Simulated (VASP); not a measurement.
# InGaAs2: single point with r2SCAN

InGaAs2:

```
In Ga As
1.0
     4.36095    0.00000    0.00000
     0.00000    4.36095    0.00000
     0.00000    0.00000    5.62619
In Ga As
1 1 2
Cartesian
  0.0000 0.0000 2.8131
  2.1805 2.1805 0.0000
  2.1805 0.0000 4.3315
  0.0000 2.1805 1.2947
```

This cell differs from its parent crystal: strain +0.050 along x and y, -0.050 along z.

```
Program                : VASP 6.6.1
Task                   : single point
Functional             : r2SCAN
Potentials or basis    : VASP PAW PBE potentials, release 64 (In_d, Ga_d, As)
Cutoff                 : 520 eV
k mesh                 : 8 × 8 × 6
Occupations            : gaussian, width 0.03 eV
Spin                   : no spin polarisation
Dipole correction      : no
Further INCAR settings : ALGO = Normal; EDIFF = 1e-07; NBANDS = 26
```

- Pressure: -2.7 GPa
- Largest force: 0.013 eV/Å
- Band gap on the k mesh: 0.17 eV

Forces on the atoms (eV/Å):
```
In   0.000  0.000  0.000
Ga   0.000  0.000  0.000
As   0.000  0.000 -0.013
As   0.000  0.000  0.013
```

Stress tensor (GPa, compression positive):
```
-3.99  0.00  0.00
 0.00 -3.99  0.00
 0.00  0.00 -0.05
```

Levels at points of the mesh, in eV from the valence-band top:
```tsv
k point	band 15	band 16	band 17	band 18	band 19	band 20	band 21	band 22
(0.00, 0.00, 0.00)	-2.71	-0.07	-0.07	0.00	0.17	1.69	1.75	4.09
(0.50, 0.00, 0.00)	-2.68	-2.41	-1.66	-1.09	1.97	3.09	5.25	5.61
(0.50, 0.50, 0.00)	-2.21	-2.13	-2.13	-1.91	2.12	2.12	2.35	2.63
(0.00, 0.00, 0.50)	-2.00	-2.00	-1.34	-1.34	1.70	2.05	3.33	3.65
(0.50, 0.00, 0.50)	-1.59	-0.96	-0.69	-0.63	0.74	1.41	4.76	4.77
(0.50, 0.50, 0.50)	-3.06	-2.90	-2.84	-2.84	5.00	5.05	5.34	5.34
```

Run time: 6.6 min on 1 thread of Intel Xeon 8259CL, on a shared host, peak memory 0.34 GiB.

Caveat: the cell differs from its parent crystal (strain +0.050 along x and y, -0.050 along z); the PAW data sets were made with another functional, which shifts forces and pressure a little; spin-orbit coupling is left out, which moves the levels of the heavy elements.
